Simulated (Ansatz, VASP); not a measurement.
## One calculation of MgO, two programs

```xyz
4
Lattice="3.5206 0.0000 0.0000 -1.7603 3.0489 0.0000 0.0000 0.0000 4.2381" Properties=species:S:1:pos:R:3 pbc="T T T"
Mg    1.7603    1.0163    3.1786
Mg    0.0000    2.0326    1.0595
O     1.7603    1.0163    1.0595
O     0.0000    2.0326    3.1786
```

Alike in both runs: task single point; functional PBE; k mesh 9 × 9 × 6; no spin polarisation.

|  | VASP | Ansatz |
| --- | --- | --- |
| version | VASP 6.6.1 | Ansatz 0.2.0 |
| potentials or method | VASP PAW PBE potentials, release 64 (Mg, O) | plane waves, PAW |
| plane-wave cutoff (eV) | 520 | 420 |
| occupations | gaussian, width 0.01 eV | fixed |
| valence electrons in the cell | 16 | 32 |

|  | VASP | Ansatz | Ansatz less VASP |
| --- | --- | --- | --- |
| gap on the k mesh at the Fermi level (eV) | 3.26 | 3.28 | +0.018 |
| pressure (GPa) | -0.5 | 0.0 | +0.56 |
| traceless stress, the component that is largest in VASP (GPa) | -0.10 | 0.00 | +0.100 |

VASP's potentials hold 16 valence electrons a cell and Ansatz's 32, so a difference there can come from the potentials and not from the codes.
